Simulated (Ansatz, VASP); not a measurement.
# Cr in VASP and in Ansatz

INCAR

```
SYSTEM = Cr
ALGO = Normal
EDIFF = 1E-6
ENCUT = 520
ISIF = 2
ISMEAR = 0
ISPIN = 2
LASPH = .TRUE.
LCHARG = .FALSE.
LMAXMIX = 4
LORBIT = 11
LREAL = .FALSE.
LWAVE = .FALSE.
MAGMOM = 3 3
NBANDS = 23
NELM = 150
PREC = Accurate
SIGMA = 0.02
```

Contents of KPOINTS:

```
k-points
0
G
  11 11 6
  0 0 0
```

File POSCAR:

```
Cr
1.0
    2.7140000000      0.0000000000      0.0000000000
   -1.3570000000      2.3503929459      0.0000000000
    0.0000000000      0.0000000000      4.4100000000
Cr
2
Direct
    0.6666666667      0.3333333333      0.7500000000
    0.3333333333      0.6666666667      0.2500000000
```

File input.yaml:

```yaml
crystal:
  lattice:
    - [2.714, 0.0, 0.0]
    - [-1.357, 2.3503929459, 0.0]
    - [0.0, 0.0, 4.41]
  atoms:
    - { symbol: Cr, position: [0.6666666667, 0.3333333333, 0.75], spin: 3.0 }
    - { symbol: Cr, position: [0.3333333333, 0.6666666667, 0.25], spin: 3.0 }
kpoints:
  mp_grid: { grid: [11, 11, 6] }
scf:
  occupations: { method: gaussian, width: 0.02 }
hamiltonian:
  xc: lda
  pseudopotentials: { kind: all_electron, lapw: { basis_error: 0.001 } }
magnetization:
  spin_polarized: true
output:
  forces: true
  stress: true
  eigenvalues: true
```

Alike in both runs: task single point; functional LDA; k mesh 11 × 11 × 6; occupations gaussian, width 0.02 eV; collinear spin.

```csv
,VASP,Ansatz
version,VASP 6.6.1,Ansatz 0.2.0
potentials or method,"VASP PAW LDA potentials, release 64 (Cr_pv), cutoff 520 eV","all-electron LAPW, scalar-relativistic"
```

Ansatz gave:

```
gap on the k mesh at the Fermi level (eV)                     : none
net moment per atom (μB)                                      : 0.77
size of the moment on the site where the two differ most (μB) : 0.74
```

What did VASP give for the same quantities?

gap on the k mesh at the Fermi level (eV): none; net moment per atom (μB): 0.57; size of the moment on the site where the two differ most (μB): 0.52.

The net moments are unlike, so the other rows may belong to different states. LDA's correlation is that of Perdew and Zunger in VASP and of Perdew and Wang (1992) in Ansatz. Site moments also hang on the region over which each program counts them. A gap of «none» marks a metal or a gap that the smearing closes. Ansatz ran all-electron here, and VASP with PAW potentials.
